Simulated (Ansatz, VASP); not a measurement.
## Two plane-wave programs on Ca

INCAR

```
PREC = Accurate
ENCUT = 520
EDIFF = 1E-6
ISMEAR = -1
SIGMA = 0.1
LREAL = False
LASPH = True
NELM = 80
ALGO = Normal
ISIF = 2
LWAVE = False
LCHARG = False
GGA = B5
ALDAX = 1.0
AGGAX = 1.0
AGGAC = 1.0
ALDAC = 0.0
NBANDS = 11
```

Contents of KPOINTS:

```
regular mesh
0
Gamma
  16 16 16
```

File POSCAR:

```
Ca
1.0
    0.0000000000      2.8429050932      2.8429050932
    2.8429050932      0.0000000000      2.8429050932
    2.8429050932      2.8429050932      0.0000000000
Ca
1
Direct
    0.0000000000      0.0000000000      0.0000000000
```

Input for Ansatz:

```yaml
crystal:
  lattice:
    - [0.0, 2.8429050932, 2.8429050932]
    - [2.8429050932, 0.0, 2.8429050932]
    - [2.8429050932, 2.8429050932, 0.0]
  atoms:
    - { symbol: Ca, position: [0.0, 0.0, 0.0] }
hamiltonian:
  xc: blyp
  pseudopotentials:
    kind: paw
    azcp:
      Ca: "pseudopotentials/Ca.paw.azcp"
basis:
  ecutwfc: 420
  fft_grid_basis: typed
kpoints:
  mp_grid: { grid: [16, 16, 16], shift: [0, 0, 0] }
magnetization:
  spin_polarized: false
scf:
  occupations: { method: fermi_dirac, width: 0.1 }
output:
  stress: true
```

Alike in both runs: task single point; functional BLYP; k mesh 16 × 16 × 16; occupations fermi-dirac, width 0.1 eV; no spin polarisation.

```csv
,VASP,Ansatz
version,VASP 6.6.1,Ansatz 0.2.0
potentials or method,"VASP PAW PBE potentials, release 64 (Ca_sv), cutoff 520 eV","plane waves (420 eV) with PAW, scalar-relativistic"
valence electrons in the cell,10,10
```

|  | VASP | Ansatz | Ansatz less VASP |
| --- | --- | --- | --- |
| pressure (GPa) | -1.0 | -1.1 | -0.01 |

VASP's potentials were made for PBE, not for BLYP. The functional is the same, so the differences come from potentials, cutoffs and numerics.
